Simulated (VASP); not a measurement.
A run of VASP 6.6.1 is set up as follows.

INCAR

```
ALGO = Fast
EDIFF = 1E-6
ENCUT = 520
GGA = PE
ISIF = 2
ISMEAR = 0
LASPH = True
LCHARG = True
LELF = True
LREAL = False
LVHAR = True
LWAVE = False
NBANDS = 35
NELM = 80
PREC = Accurate
SIGMA = 0.1
```

File KPOINTS:

```
k-points
0
Gamma
  4 4 4
```

The input POSCAR:

```
HgGe3
1.0
    4.3840146123      0.0000000000      0.0000000000
    0.0000000000      4.3840146123      0.0000000000
    0.0000000000      0.0000000000      4.3840146123
Ge Hg
3 1
Direct
    0.0000000000      0.5000000000      0.5000000000
    0.5000000000      0.0000000000      0.5000000000
    0.5000000000      0.5000000000      0.0000000000
    0.0000000000      0.0000000000      0.0000000000
```

Potentials or basis: VASP PAW PBE potentials, release 64 (Ge_d, Hg).

Launch:

```bash
$ cat potpaw_PBE.64/Ge_d/POTCAR potpaw_PBE.64/Hg/POTCAR > POTCAR
$ mpirun -np 1 vasp_std > vasp.out
```

(1) Predict the band gap on the k mesh.

(2) Predict the pressure.

Answers

(1) zero (bands 27 and 28 overlap by 4.60 eV).

(2) 0.1 GPa.

Caveat: spin-orbit coupling is left out, which moves the levels of the heavy elements.
